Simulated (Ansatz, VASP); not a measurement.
# One calculation of InPd, two programs

The input INCAR:

```
SYSTEM = InPd
ALGO = Normal ; EDIFF = 1E-6
EDIFFG = -0.005 ; ENCUT = 600
GGA = PS ; IBRION = 2
ISIF = 3 ; ISMEAR = 0
LASPH = .True. ; LCHARG = .False.
LREAL = .False. ; LWAVE = .False.
NELM = 60 ; NSW = 100
PREC = Accurate ; SIGMA = 0.1
```

The input KPOINTS:

```
k-points
0
Gamma
  14 14 14
  0 0 0
```

Contents of POSCAR:

```
InPd
1.0
    3.2718847800      0.0000000000      0.0000000000
    0.0000000000      3.2718847800      0.0000000000
    0.0000000000      0.0000000000      3.2718847800
In Pd
1 1
Direct
    0.0000000000      0.0000000000      0.0000000000
    0.5000000000      0.5000000000      0.5000000000
```

Input for Ansatz:

```yaml
crystal:
  lattice:
    - [3.27188478, 0.0, 0.0]
    - [0.0, 3.27188478, 0.0]
    - [0.0, 0.0, 3.27188478]
  atoms:
    - { symbol: In, position: [0.0, 0.0, 0.0] }
    - { symbol: Pd, position: [0.5, 0.5, 0.5] }
basis:
  ecutwfc: 420
kpoints:
  mp_grid: { grid: [14, 14, 14] }
hamiltonian:
  xc: pbesol
scf:
  occupations: { method: gaussian, width: 0.1 }
output:
  forces: true
  stress: true
  eigenvalues: true
relax:
  adjacent_minimum: "off"
  f_tol: 0.005
  max_steps: 80
  cell: { stress_tol: 0.05 }
```

Alike in both runs: task relaxation of cell and atoms; functional PBEsol; k mesh 14 × 14 × 14; occupations gaussian, width 0.1 eV; no spin polarisation.

|  | VASP | Ansatz |
| --- | --- | --- |
| version | VASP 6.6.1 | Ansatz 0.2.0 |
| potentials or method | VASP PAW PBE potentials, release 64 (In_d, Pd), cutoff 600 eV | scalar-relativistic, plane waves, PAW |
| valence electrons in the cell | 23 | 31 |

```csv
,VASP,Ansatz,Ansatz less VASP
"gap on the k mesh at the Fermi level, each at its own relaxed structure (eV)",none,none,-
relaxed volume (Å³/atom),17.13,17.11,-0.021
relaxed cell length with the largest relative difference (Å),3.248,3.247,-0.0013
```

VASP's potentials were made for PBE, not for PBEsol. A gap of «none» marks a metal or a gap that the smearing closes. VASP's potentials hold 23 valence electrons a cell and Ansatz's 31, so a difference there can come from the potentials and not from the codes.
